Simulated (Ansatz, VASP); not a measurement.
**Two plane-wave programs on Si4Se**

```
CELL_PARAMETERS angstrom
5.13051 0.00000 0.00000
-2.56526 4.44315 0.00000
0.00000 0.00000 4.61517
ATOMIC_POSITIONS crystal
Si 0.83142 0.16858 0.00000
Si 0.83142 0.66283 0.00000
Si 0.33717 0.16858 0.00000
Si 0.33333 0.66667 0.00000
Se 0.00000 0.00000 0.50000
```

Alike in both runs: task relaxation of cell and atoms; functional PBE; k mesh 12 × 12 × 8; occupations gaussian, width 0.1 eV; no spin polarisation.

```csv
,VASP,Ansatz
version,VASP 6.6.1,Ansatz 0.2.0
potentials or method,"VASP PAW PBE potentials, release 64 (Si, Se), cutoff 600 eV","scalar-relativistic, plane waves, PAW"
valence electrons in the cell,22,32
```

Ansatz gave:

```
gap on the k mesh at the Fermi level, each at its own relaxed structure (eV) : none
relaxed volume (Å³/atom)                                                     : 21.22
relaxed cell length with the largest relative difference (Å)                 : 4.648
```

Estimate VASP's values.

gap on the k mesh at the Fermi level, each at its own relaxed structure (eV): none; relaxed volume (Å³/atom): 21.21; relaxed cell length with the largest relative difference (Å): 4.641.

A gap of «none» marks a metal or a gap that the smearing closes. VASP's potentials hold 22 valence electrons a cell and Ansatz's 32, so a difference there can come from the potentials and not from the codes.
